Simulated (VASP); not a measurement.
# Pd2Ru (I4/mmm) in VASP: notebook

The runs below take Pd2Ru through single point, relaxation of cell and atoms, with PBE.

Everything below comes from runs of VASP 6.6.1. Logs are shortened: lines on timing, memory, paths and dates and some standing lists are left out, and cuts for length are marked.

### Step 1. The cell of the first run

Symmetry: I4/mmm, No. 139, tetragonal system. Conventional cell: a = 3.294 Å, b = 3.294 Å, c = 8.265 Å, α = 90.00°, β = 90.00°, γ = 90.00°. Within 3.6 Å of Ru (site symmetry 4/mmm) lie 10 Pd at 2.69 to 2.78 Å and 4 Ru at 3.29 Å. Pd (site symmetry 4mm) has 5 Ru at 2.69 to 2.78 Å and 9 Pd at 2.70 to 3.29 Å within 3.6 Å.

### Step 2. Single point, PBE

Input file INCAR:

```
SYSTEM = Pd2Ru
PREC = Accurate
ENCUT = 520
EDIFF = 1E-7
ISMEAR = 0
SIGMA = 0.1
LREAL = .FALSE.
LASPH = .TRUE.
NELM = 60
ALGO = Normal
ISIF = 2
LWAVE = .FALSE.
LCHARG = .FALSE.
GGA = PE
NBANDS = 24
```

Input file KPOINTS:

```
Automatic mesh
0
G
  8 8 8
  0 0 0
```

Input file POSCAR:

```
Pd2Ru
1.0
   -1.6469895987      1.6469895987      4.1323637505
    1.6469895987     -1.6469895987      4.1323637505
    1.6469895987      1.6469895987     -4.1323637505
Ru Pd
1 2
Direct
    0.0000000000      0.0000000000      0.0000000000
    0.6634933189      0.6634933189      0.0000000000
    0.3365066811      0.3365066811      0.0000000000
```

Potentials or basis: VASP PAW PBE potentials, release 64 (Ru_pv, Pd).

Command:

```sh
$ cat potpaw_PBE.64/Ru_pv/POTCAR potpaw_PBE.64/Pd/POTCAR > POTCAR
$ mpirun -np 1 vasp_std > vasp.out
```

OUTCAR:

```text
SYSTEM = Pd2Ru
   PREC = Accurate
   ENCUT = 520
   EDIFF = 1E-7
   ISMEAR = 0
   LREAL = .FALSE.
   LASPH = .TRUE.
   NELM = 60
   ISIF = 2
   GGA = PE

 ion  position               nearest neighbor table
   1  0.000  0.000  0.000-   2 2.69   2 2.69   2 2.69   3 2.69   2 2.69   3 2.69   3 2.69   3 2.69
                             2 2.78   3 2.78
   2  0.663  0.663  0.000-   1 2.69   1 2.69   1 2.69   1 2.69   3 2.70   3 2.73   3 2.73   3 2.73
                             3 2.73   1 2.78
   3  0.337  0.337  0.000-   1 2.69   1 2.69   1 2.69   1 2.69   2 2.70   2 2.73   2 2.73   2 2.73
                             2 2.73   1 2.78

  LATTYP: Found a body centered tetragonal cell.
 ALAT       =     3.2939791974
 C/A-ratio  =     2.5090405876

  Lattice vectors:

 A1 = (  -1.6469895987,   1.6469895987,   4.1323637505)
 A2 = (   1.6469895987,  -1.6469895987,   4.1323637505)
 A3 = (   1.6469895987,   1.6469895987,  -4.1323637505)

Analysis of symmetry for initial positions (statically):
=====================================================================
 Subroutine PRICEL returns:
 Original cell was already a primitive cell.

 Routine SETGRP: Setting up the symmetry group for a
 body centered tetragonal supercell.

 Subroutine GETGRP returns: Found 16 space group operations
 (whereof 16 operations were pure point group operations)
 out of a pool of 16 trial point group operations.

The static configuration has the point symmetry D_4h.

Analysis of symmetry for dynamics (positions and initial velocities):
=====================================================================
 Subroutine PRICEL returns:
 Original cell was already a primitive cell.

 Routine SETGRP: Setting up the symmetry group for a
 body centered tetragonal supercell.

 Subroutine GETGRP returns: Found 16 space group operations
 (whereof 16 operations were pure point group operations)
 out of a pool of 16 trial point group operations.

The dynamic configuration has the point symmetry D_4h.

 Subroutine INISYM returns: Found 16 space group operations
 (whereof 16 operations are pure point group operations),
 and found     1 'primitive' translations

----------------------------------------------------------------------------------------

                                     Primitive cell

  volume of cell :      44.8374

  direct lattice vectors                    reciprocal lattice vectors
    -1.646989599  1.646989599  4.132363750     0.000000000  0.303584188  0.120996125
     1.646989599 -1.646989599  4.132363750     0.303584188  0.000000000  0.120996125
     1.646989599  1.646989599 -4.132363750     0.303584188  0.303584188  0.000000000

  length of vectors
     4.743582996  4.743582996  4.743582996     0.326807927  0.326807927  0.429332876

  position of ions in fractional coordinates (direct lattice)
     0.000000000  0.000000000  0.000000000
     0.663493319  0.663493319  0.000000000
     0.336506681  0.336506681  0.000000000

  ion indices of the primitive-cell ions
   primitive index   ion index
                 1           1
                 2           2
                 3           3

----------------------------------------------------------------------------------------

 KPOINTS: Automatic mesh

Automatic generation of k-mesh.
 Grid dimensions read from file:
 generate k-points for:    8    8    8

 Generating k-lattice:

  Cartesian coordinates                     Fractional coordinates (reciprocal lattice)
     0.000000000  0.037948024  0.015124516     0.125000000  0.000000000  0.000000000
     0.037948024  0.000000000  0.015124516     0.000000000  0.125000000  0.000000000
     0.037948024  0.037948024  0.000000000     0.000000000  0.000000000  0.125000000

  Length of vectors
     0.040850991  0.040850991  0.053666610

  Shift w.r.t. Gamma in fractional coordinates (k-lattice)
     0.000000000  0.000000000  0.000000000

 Subroutine IBZKPT returns following result:
 ===========================================

 Found     59 irreducible k-points:

 Following reciprocal coordinates:
            Coordinates               Weight
  0.000000  0.000000  0.000000      1.000000
  0.125000 -0.000000  0.000000      8.000000
  0.250000 -0.000000  0.000000      8.000000
  0.375000 -0.000000  0.000000      8.000000
  0.500000 -0.000000  0.000000      4.000000
  0.125000  0.125000  0.000000      8.000000
[... 16 lines left out ...]
  0.250000  0.125000  0.125000     16.000000
  0.375000  0.125000  0.125000      8.000000
 [... further k-points ...]
   k-points           NKPTS =     59   k-points in BZ     NKDIM =     59   number of bands    NBANDS=     24
   number of dos      NEDOS =    301   number of ions     NIONS =      3
   total plane-waves  NPLWV =  46656
   dimension x,y,z NGX =    36 NGY =   36 NGZ =   36
   dimension x,y,z NGXF=    72 NGYF=   72 NGZF=   72
   ions per type =               1   2
   NGX,Y,Z   is equivalent  to a cutoff of  12.62, 12.62, 12.62 a.u.
   NGXF,Y,Z  is equivalent  to a cutoff of  25.23, 25.23, 25.23 a.u.
 SYSTEM =  Pd2Ru
   PREC   = accura    normal or accurate (medium, high low for compatibility)
   ISTART =      0    job   : 0-new  1-cont  2-samecut
   ICHARG =      2    charge: 1-file 2-atom 10-const
   ISPIN  =      1    spin polarized calculation?
   LNONCOLLINEAR =      F non collinear calculations
   LSORBIT =      F    spin-orbit coupling
   LASPH  =      T    aspherical Exc in radial PAW
   ENCUT  =  520.0 eV  38.22 Ry    6.18 a.u.   8.82  8.82  8.82*2*pi/ulx,y,z
   NELM   =     60;   NELMIN=  2; NELMDL= -5     # of ELM steps
   EDIFF  = 0.1E-06   stopping-criterion for ELM
   LREAL  =      F    real-space projection
   EDIFFG = 0.1E-05   stopping-criterion for IOM
   NSW    =      0    number of steps for IOM
   IBRION =     -1    ionic relax: 0-MD 1-quasi-New 2-CG
   NFREE  =      0    steps in history (QN), initial steepest desc. (CG)
   ISIF   =      2    stress and relaxation
   ISYM   =      2    0-nonsym 1-usesym 2-fastsym
   POTIM  = 0.5000    time-step for ionic-motion
   TEBEG  =    0.0;   TEEND  =   0.0 temperature during run
   PSTRESS=    0.0 pullay stress
   NELECT =      34.0000    total number of electrons
   NUPDOWN=      -1.0000    fix difference up-down
   EMIN   =  10.00;   EMAX   =-10.00  energy-range for DOS
   EFERMI =   0.00;   METHOD = LEGACY
   ISMEAR =     0;   SIGMA  =   0.10  broadening in eV -4-tet -1-fermi 0-gaus
   EFERMI_NEDOS =   21; number of points for ismear=-14 and -15
   IALGO  =     38    algorithm
   IMIX   =      4    mixing-type and parameters
     AMIX     =   0.40;   BMIX     =  1.00
     AMIX_MAG =   1.60;   BMIX_MAG =  1.00
  volume/ion in A,a.u.               =      14.95       100.86
  Fermi-wavevector in a.u.,A,eV,Ry     =   1.492867  2.821109 30.322641  2.228651
  Thomas-Fermi vector in A             =   2.605340
   LORBIT       =      0    0 simple, 1 ext, 2 COOP (PROOUT), +10 PAW based schemes
   GGA     = PE    functional components
   LHFCALC =     F    Hartree Fock is set to
   AEXX    =    0.0000 exact exchange contribution
   IVDW    =     0    specifies the selected vdW correction
   LEPSILON=     F    determine dielectric tensor
   LRPA    =     F    only Hartree local field effects (RPA)
 non-spin polarized calculation
 Gauss-broadening in eV      SIGMA  =   0.10
  energy-cutoff  :      520.00
  volume of cell :       44.84
 maximum number of plane-waves:      1236
   NGX = 17   NGY = 17   NGZ = 17

 number of electron      34.0000002 magnetization

 Free energy of the ion-electron system (eV)
  ---------------------------------------------------
  ext. energy  EPLUGINS =         0.00000000
  ---------------------------------------------------
  free energy    TOTEN  =       -18.73494081 eV

  energy without entropy =      -18.71750698  energy(sigma->0) =      -18.72622390

 E-fermi :  10.3374     XC(G=0): -13.2466

 val. band max:       10.3353354698   @ k =  -0.1250  -0.3750   0.1250
 cond. band min:      10.3449724707   @ k =  -0.2500   0.3750   0.2500
 fundamental gap:      0.0096370009
 Fermi energy:        10.3373610043

 k-point     1 :       0.0000    0.0000    0.0000
  band No.  band energies     occupation
      1     -32.3838      2.00000
      2     -32.2104      2.00000
      3     -32.2104      2.00000
      4       2.9363      2.00000
      5       5.9228      2.00000
      6       6.0718      2.00000
[... 16 lines left out ...]
     23      22.7803      0.00000
     24      22.7803      0.00000

 k-point     2 :       0.1250   -0.0000    0.0000
  band No.  band energies     occupation
      1     -32.3829      2.00000
      2     -32.2199      2.00000
      3     -32.2099      2.00000
      4       3.2450      2.00000
      5       5.7501      2.00000
      6       6.0896      2.00000
[... 16 lines left out ...]
     23      21.3510      0.00000
     24      21.6742      0.00000

 k-point     3 :       0.2500   -0.0000    0.0000
  band No.  band energies     occupation
      1     -32.3808      2.00000
      2     -32.2427      2.00000
      3     -32.2086      2.00000
      4       4.0917      2.00000
      5       5.4815      2.00000
      6       5.6227      2.00000
[... 16 lines left out ...]
     23      20.1941      0.00000
     24      21.3532      0.00000

 k-point     4 :       0.3750   -0.0000    0.0000
  band No.  band energies     occupation
      1     -32.3788      2.00000
      2     -32.2654      2.00000
      3     -32.2074      2.00000
      4       4.9171      2.00000
      5       5.1537      2.00000
      6       5.6901      2.00000
[... 16 lines left out ...]
     23      21.3513      0.00000
     24      22.4712      0.00000

 k-point     5 :       0.5000   -0.0000    0.0000
  band No.  band energies     occupation
      1     -32.3779      2.00000
      2     -32.2747      2.00000
      3     -32.2068      2.00000
      4       4.7055      2.00000
      5       5.5458      2.00000
      6       5.6857      2.00000
[... 451 lines left out ...]
 k-point    22 :       0.1250    0.1250    0.1250
  band No.  band energies     occupation
      1     -32.3785      2.00000
      2     -32.2408      2.00000
      3     -32.2396      2.00000
      4       4.6618      2.00000
      5       5.4830      2.00000
      6       6.2451      2.00000
[... 16 lines left out ...]
     23      20.0019      0.00000
     24      20.6233      0.00000

 k-point    23 :       0.2500    0.1250    0.1250
  band No.  band energies     occupation
      1     -32.3771      2.00000
      2     -32.2624      2.00000
      3     -32.2384      2.00000
      4       5.2151      2.00000
      5       5.3294      2.00000
      6       5.9949      2.00000
[... 16 lines left out ...]
     23      19.4645      0.00000
     24      21.3993      0.00000

 k-point    24 :       0.3750    0.1250    0.1250
  band No.  band energies     occupation
      1     -32.3765      2.00000
      2     -32.2715      2.00000
      3     -32.2376      2.00000
      4       5.3720      2.00000
      5       5.6270      2.00000
      6       5.7112      2.00000
[... 16 lines left out ...]
     23      20.0606      0.00000
     24      20.2027      0.00000

 [... further k-points ...]
[... 5 lines left out ...]
  --------------------------------------------------------------------------------------
  -------------------------------------------------------------------------------------
  Total       -0.0805983     -0.0805983     -0.0633393      0.0000000      0.0000000      0.0000000
  in kB       -2.8800250     -2.8800250     -2.2633064      0.0000000      0.0000000      0.0000000
  external PRESSURE =      -2.6744522 kB  Pullay stress =       0.0000000 kB

 VOLUME and BASIS-vectors are now :
 -----------------------------------------------------------------------------
  energy-cutoff  :      520.00
  volume of cell :       44.84
      direct lattice vectors                 reciprocal lattice vectors
    -1.646989599  1.646989599  4.132363750     0.000000000  0.303584188  0.120996125
     1.646989599 -1.646989599  4.132363750     0.303584188  0.000000000  0.120996125
     1.646989599  1.646989599 -4.132363750     0.303584188  0.303584188  0.000000000

 POSITION                                       TOTAL-FORCE (eV/Angst)
 -----------------------------------------------------------------------------------
      0.00000      0.00000      0.00000        -0.000000     -0.000000     -0.000000
      0.00000      0.00000      5.48359         0.000000      0.000000     -0.003045
      0.00000      0.00000      2.78114         0.000000      0.000000      0.003045
 -----------------------------------------------------------------------------------
    total drift:                                0.000000      0.000000     -0.000000

  FREE ENERGIE OF THE ION-ELECTRON SYSTEM (eV)
  ---------------------------------------------------
  free  energy   TOTEN  =       -18.7349408131 eV

  energy  without entropy=      -18.7175069779  energy(sigma->0) =      -18.72622390
```

It took 36 s on 1 thread of Intel Xeon 6975P-C (Granite Rapids), shared host; peak memory 0.23 GiB.

What came out:

* Free energy: -18.7349 eV
* Pressure: -0.3 GPa
* Largest force: 0.003 eV/Å
* Band gap on the k mesh: zero (bands 17 and 18 overlap by 0.90 eV)

Forces on the atoms (eV/Å):
```
Ru   0.000  0.000  0.000
Pd   0.000  0.000 -0.003
Pd   0.000  0.000  0.003
```

Levels at points of the mesh, in eV from the Fermi level:
| k point | band 15 | band 16 | band 17 | band 18 | band 19 | band 20 |
| --- | --- | --- | --- | --- | --- | --- |
| (0.00, 0.00, 0.00) | -1.36 | -1.36 | -1.26 | -0.18 | 0.29 | 5.81 |
| (0.50, 0.00, 0.00) | -0.80 | 0.09 | 0.28 | 0.35 | 0.86 | 1.23 |
| (0.50, 0.50, 0.00) | -1.46 | -0.36 | 0.21 | 0.38 | 0.63 | 6.10 |
| (0.50, 0.50, 0.50) | -1.03 | -0.68 | 0.41 | 0.41 | 0.51 | 0.93 |

### Step 3. Relaxation of cell and atoms, PBE

This run uses another cell than the first one, of 13.33 Å³/atom.

Input file INCAR:

```
PREC = Accurate
ENCUT = 600
EDIFF = 1E-6
ISMEAR = 0
SIGMA = 0.1
LREAL = F
LASPH = T
NELM = 80
ALGO = Normal
ISIF = 3
LWAVE = F
LCHARG = F
GGA = PE
IBRION = 2
NSW = 90
EDIFFG = -0.04
```

Input file KPOINTS:

```
Automatic mesh
0
Gamma
  8 8 8
```

Input file POSCAR:

```
Pd2Ru
1.0
   -1.5973529709      1.5973529709      3.9185065068
    1.5973529709     -1.5973529709      3.9185065068
    1.5973529709      1.5973529709     -3.9185065068
Ru Pd
1 2
Direct
    0.0000000000      0.0000000000      0.0000000000
    0.6650000000      0.6650000000      0.0000000000
    0.3350000000      0.3350000000      0.0000000000
```

Potentials or basis: VASP PAW PBE potentials, release 64 (Ru_pv, Pd).

Command:

```sh
$ cat potpaw_PBE.64/Ru_pv/POTCAR potpaw_PBE.64/Pd/POTCAR > POTCAR
$ mpirun -np 1 vasp_std > vasp.out
```

Run time: 2.3 min. Hardware: 1 thread of Intel Xeon 6975P-C (Granite Rapids), shared host; peak memory 0.25 GiB.

It converged, with:

- Free energy: -18.7306 eV
- Relaxed volume: 14.91 Å³/atom
- Relaxed cell: a = 4.741 Å, b = 4.741 Å, c = 4.741 Å, α = 139.38°, β = 139.38°, γ = 58.80°
- Space group after relaxing (to 0.1 Å): I4/mmm (No. 139)
- Energy gained by relaxing: 145.0 meV/atom
- Ionic steps: 7
- Pressure after relaxing: 0.2 GPa
- Band gap on the k mesh: zero (bands 17 and 18 overlap by 0.91 eV)

The path:
| step | energy change (eV) | largest force (eV/Å) | pressure (GPa) | volume (Å³) |
| --- | --- | --- | --- | --- |
| 1 | 0.0000 | 0.0319 | 31.76 | 39.99 |
| 2 | 0.9177 | 0.3801 | -26.18 | 57.30 |
| 3 | -0.4275 | 0.1887 | -2.20 | 45.27 |
| 4 | -0.4306 | 0.1769 | -0.52 | 44.89 |
| 5 | -0.4307 | 0.1738 | -0.07 | 44.79 |
| 6 | -0.4341 | 0.0765 | 0.04 | 44.76 |
| 7 | -0.4350 | 0.0010 | 0.15 | 44.73 |

Final structure:
```
CELL_PARAMETERS angstrom
-1.64551 1.64551 4.13013
1.64551 -1.64551 4.13013
1.64551 1.64551 -4.13013
ATOMIC_POSITIONS crystal
Ru 0.00000 0.00000 0.00000
Pd 0.66349 0.66349 0.00000
Pd 0.33651 0.33651 0.00000
```

Levels at points of the mesh, in eV from the Fermi level:
| k point | band 13 | band 14 | band 15 | band 16 | band 17 | band 18 | band 19 | band 20 | band 21 |
| --- | --- | --- | --- | --- | --- | --- | --- | --- | --- |
| (0.00, 0.00, 0.00) | -2.63 | -2.11 | -1.36 | -1.36 | -1.26 | -0.18 | 0.29 | 5.82 | 6.31 |
| (0.50, 0.00, 0.00) | -1.36 | -1.11 | -0.81 | 0.09 | 0.29 | 0.35 | 0.87 | 1.23 | 1.72 |
| (0.50, 0.50, 0.00) | -1.56 | -1.49 | -1.46 | -0.36 | 0.21 | 0.37 | 0.64 | 6.11 | 6.39 |
| (0.50, 0.50, 0.50) | -2.70 | -2.18 | -1.04 | -0.68 | 0.42 | 0.42 | 0.51 | 0.94 | 7.16 |
